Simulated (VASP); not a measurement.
# Ge (Im-3m) in VASP: further runs

Runs on Ge. Level: PBE. Tasks: single point.

Program: VASP 6.6.1. These are calculated values, not measurements. Logs are shortened: lines on timing, memory, paths and dates and some standing lists are left out, and cuts for length are marked.

## (1) The cell of the first run

The structure is cubic, space group Im-3m (No. 229). The conventional cell has a = 3.382 Å, b = 3.382 Å, c = 3.382 Å, α = 90.00°, β = 90.00°, γ = 90.00°. Within 3.9 Å of Ge (site symmetry m-3m) lie 14 Ge at 2.93 to 3.38 Å.

## (2) Single point, PBE

The input, INCAR:

```
SYSTEM = Ge
PREC = Accurate
ENCUT = 520
EDIFF = 1E-7
ISMEAR = -1
SIGMA = 0.1
LREAL = .FALSE.
LASPH = .TRUE.
NELM = 60
ALGO = Normal
ISIF = 2
LWAVE = .FALSE.
LCHARG = .FALSE.
GGA = PE
NBANDS = 13
```

The input, KPOINTS:

```
Automatic mesh
0
G
  7 7 7
  0 0 0
```

The input, POSCAR:

```
Ge
1.0
   -1.6907859153      1.6907859153      1.6907859153
    1.6907859153     -1.6907859153      1.6907859153
    1.6907859153      1.6907859153     -1.6907859153
Ge
1
Direct
    0.0000000000      0.0000000000      0.0000000000
```

Potentials or basis: VASP PAW PBE potentials, release 64 (Ge_d).

Command:

```console
$ cat potpaw_PBE.64/Ge_d/POTCAR > POTCAR
$ mpirun -np 1 vasp_std > vasp.out
```

OUTCAR:

```text
SYSTEM = Ge
   PREC = Accurate
   ENCUT = 520
   EDIFF = 1E-7
   ISMEAR = -1
   LREAL = .FALSE.
   LASPH = .TRUE.
   NELM = 60
   ISIF = 2
   GGA = PE

 ion  position               nearest neighbor table
   1  0.000  0.000  0.000-

  LATTYP: Found a body centered cubic cell.
 ALAT       =     3.3815718306

  Lattice vectors:

 A1 = (  -1.6907859153,   1.6907859153,   1.6907859153)
 A2 = (   1.6907859153,  -1.6907859153,   1.6907859153)
 A3 = (   1.6907859153,   1.6907859153,  -1.6907859153)

Analysis of symmetry for initial positions (statically):
=====================================================================
 Subroutine PRICEL returns:
 Original cell was already a primitive cell.

 Routine SETGRP: Setting up the symmetry group for a
 body centered cubic supercell.

 Subroutine GETGRP returns: Found 48 space group operations
 (whereof 48 operations were pure point group operations)
 out of a pool of 48 trial point group operations.

The static configuration has the point symmetry O_h .

Analysis of symmetry for dynamics (positions and initial velocities):
=====================================================================
 Subroutine PRICEL returns:
 Original cell was already a primitive cell.

 Routine SETGRP: Setting up the symmetry group for a
 body centered cubic supercell.

 Subroutine GETGRP returns: Found 48 space group operations
 (whereof 48 operations were pure point group operations)
 out of a pool of 48 trial point group operations.

The dynamic configuration has the point symmetry O_h .

 Subroutine INISYM returns: Found 48 space group operations
 (whereof 48 operations are pure point group operations),
 and found     1 'primitive' translations

----------------------------------------------------------------------------------------

                                     Primitive cell

  volume of cell :      19.3342

  direct lattice vectors                    reciprocal lattice vectors
    -1.690785915  1.690785915  1.690785915     0.000000000  0.295720467  0.295720467
     1.690785915 -1.690785915  1.690785915     0.295720467  0.000000000  0.295720467
     1.690785915  1.690785915 -1.690785915     0.295720467  0.295720467  0.000000000

  length of vectors
     2.928527110  2.928527110  2.928527110     0.418211895  0.418211895  0.418211895

  position of ions in fractional coordinates (direct lattice)
     0.000000000  0.000000000  0.000000000

[... 76 lines left out ...]
   ISIF   =      2    stress and relaxation
   ISYM   =      2    0-nonsym 1-usesym 2-fastsym
   POTIM  = 0.5000    time-step for ionic-motion
   TEBEG  =    0.0;   TEEND  =   0.0 temperature during run
   PSTRESS=    0.0 pullay stress
   NELECT =      14.0000    total number of electrons
   NUPDOWN=      -1.0000    fix difference up-down
   EMIN   =  10.00;   EMAX   =-10.00  energy-range for DOS
   EFERMI =   0.00;   METHOD = LEGACY
   ISMEAR =    -1;   SIGMA  =   0.10  broadening in eV -4-tet -1-fermi 0-gaus
   EFERMI_NEDOS =   21; number of points for ismear=-14 and -15
   IALGO  =     38    algorithm
   IMIX   =      4    mixing-type and parameters
     AMIX     =   0.40;   BMIX     =  1.00
     AMIX_MAG =   1.60;   BMIX_MAG =  1.00
  volume/ion in A,a.u.               =      19.33       130.47
  Fermi-wavevector in a.u.,A,eV,Ry     =   1.470084  2.778056 29.404200  2.161148
  Thomas-Fermi vector in A             =   2.585384
   LORBIT       =      0    0 simple, 1 ext, 2 COOP (PROOUT), +10 PAW based schemes
   GGA     = PE    functional components
   LHFCALC =     F    Hartree Fock is set to
   AEXX    =    0.0000 exact exchange contribution
   IVDW    =     0    specifies the selected vdW correction
   LEPSILON=     F    determine dielectric tensor
   LRPA    =     F    only Hartree local field effects (RPA)
 non-spin polarized calculation
  energy-cutoff  :      520.00
  volume of cell :       19.33
 maximum number of plane-waves:       535
 NGX is ok and might be reduce to    24
   NGX = 11   NGY = 11   NGZ = 11

 number of electron      13.9999993 magnetization

 Free energy of the ion-electron system (eV)
  ---------------------------------------------------
  ext. energy  EPLUGINS =         0.00000000
  ---------------------------------------------------
  free energy    TOTEN  =        -4.21766493 eV

  energy without entropy =       -4.19904893  energy(sigma->0) =       -4.20835693

 E-fermi :   6.7857     XC(G=0): -11.1765

 val. band max:        6.5803535770   @ k =   0.1429   0.1429   0.1429
 cond. band min:       6.9311661619   @ k =  -0.2857   0.4286   0.1429
 fundamental gap:      0.3508125849
 Fermi energy:         6.7857319269

 k-point     1 :       0.0000    0.0000    0.0000
  band No.  band energies     occupation
      1     -18.2108      2.00000
      2     -18.2108      2.00000
      3     -18.2108      2.00000
      4     -18.1307      2.00000
      5     -18.1307      2.00000
      6      -6.4293      2.00000
      7      15.4379      0.00000
      8      15.4379      0.00000
      9      15.4379      0.00000
     10      21.2876      0.00000
     11      21.2876      0.00000
     12      21.2876      0.00000
     13      23.3498      0.00000
[... 290 lines left out ...]
  band No.  band energies     occupation
      1     -18.2211      2.00000
      2     -18.2162      2.00000
      3     -18.1020      2.00000
      4     -18.1020      2.00000
      5     -18.1000      2.00000
      6       2.3783      2.00000
      7       6.3029      1.98412
      8       6.3660      1.97036
      9       6.3660      1.97036
     10      11.1844      0.00000
     11      12.8252      0.00000
     12      29.9207      0.00000
     13      29.9503      0.00000

------------------------ aborting loop because EDIFF is reached ----------------------------------------

  FORCE on cell =-STRESS in cart. coord.  units (eV):
  Direction    XX          YY          ZZ          XY          YZ          ZX
  --------------------------------------------------------------------------------------
  -------------------------------------------------------------------------------------
  Total        0.0250803      0.0250803      0.0250803     -0.0000000     -0.0000000      0.0000000
  in kB        2.0783474      2.0783474      2.0783474     -0.0000000     -0.0000000      0.0000000
  external PRESSURE =       2.0783474 kB  Pullay stress =       0.0000000 kB

 VOLUME and BASIS-vectors are now :
 -----------------------------------------------------------------------------
  energy-cutoff  :      520.00
  volume of cell :       19.33
      direct lattice vectors                 reciprocal lattice vectors
    -1.690785915  1.690785915  1.690785915     0.000000000  0.295720467  0.295720467
     1.690785915 -1.690785915  1.690785915     0.295720467  0.000000000  0.295720467
     1.690785915  1.690785915 -1.690785915     0.295720467  0.295720467  0.000000000

 POSITION                                       TOTAL-FORCE (eV/Angst)
 -----------------------------------------------------------------------------------
      0.00000      0.00000      0.00000         0.000000     -0.000000     -0.000000
 -----------------------------------------------------------------------------------
    total drift:                                0.000000      0.000000      0.000000

  FREE ENERGIE OF THE ION-ELECTRON SYSTEM (eV)
  ---------------------------------------------------
  free  energy   TOTEN  =        -4.2176649331 eV

  energy  without entropy=       -4.1990489274  energy(sigma->0) =       -4.20835693
```

OSZICAR:

```text
N       E                     dE             d eps       ncg     rms          rms(c)
DAV:   1     0.625575221409E+02    0.62558E+02   -0.71520E+03   574   0.291E+03
DAV:   2     0.133537344112E+01   -0.61222E+02   -0.58535E+02   550   0.424E+02
DAV:   3    -0.415173605075E+01   -0.54871E+01   -0.54632E+01   620   0.706E+01
DAV:   4    -0.422870179486E+01   -0.76966E-01   -0.76961E-01   575   0.919E+00
DAV:   5    -0.422942305654E+01   -0.72126E-03   -0.72126E-03   658   0.959E-01    0.106E+00
DAV:   6    -0.422117307500E+01    0.82500E-02   -0.60861E-03   625   0.163E+00    0.592E-01
DAV:   7    -0.421778251801E+01    0.33906E-02   -0.42225E-03   655   0.103E+00    0.572E-02
DAV:   8    -0.421765809054E+01    0.12443E-03   -0.37863E-04   620   0.433E-01    0.219E-02
DAV:   9    -0.421766458889E+01   -0.64983E-05   -0.53974E-06   620   0.214E-02    0.484E-03
DAV:  10    -0.421766510910E+01   -0.52021E-06   -0.18524E-07   557   0.847E-03    0.226E-04
DAV:  11    -0.421766494982E+01    0.15929E-06   -0.24681E-08   385   0.362E-03    0.752E-05
DAV:  12    -0.421766493311E+01    0.16705E-07   -0.14467E-09   315   0.570E-04
   1 F= -.42176649E+01 E0= -.42083569E+01  d E =-.186160E-01
```

stdout:

```text
POSCAR found type information on POSCAR Ge
 POSCAR found :  1 types and       1 ions
 scaLAPACK will be used
 LDA part: xc-table for (Slater+PW92), standard interpolation
 POSCAR, INCAR and KPOINTS ok, starting setup
 FFT: planning ... GRIDC
 FFT: planning ... GRID_SOFT
 FFT: planning ... GRID
 WAVECAR not read
 entering main loop
```

It took 3.6 s on 1 thread of Intel Xeon Platinum 8488C (Sapphire Rapids), shared host; peak memory 0.13 GiB.

What came out:

```
Free energy            : -4.2177 eV
Pressure               : 0.2 GPa
Band gap on the k mesh : zero (band 7 reaches 15.44 eV, above the bottom of band 8 at 4.00 eV)
```

Caveat: the k points lie up to 0.38 Å⁻¹ apart.

(Part 1 of 2 ends here.)
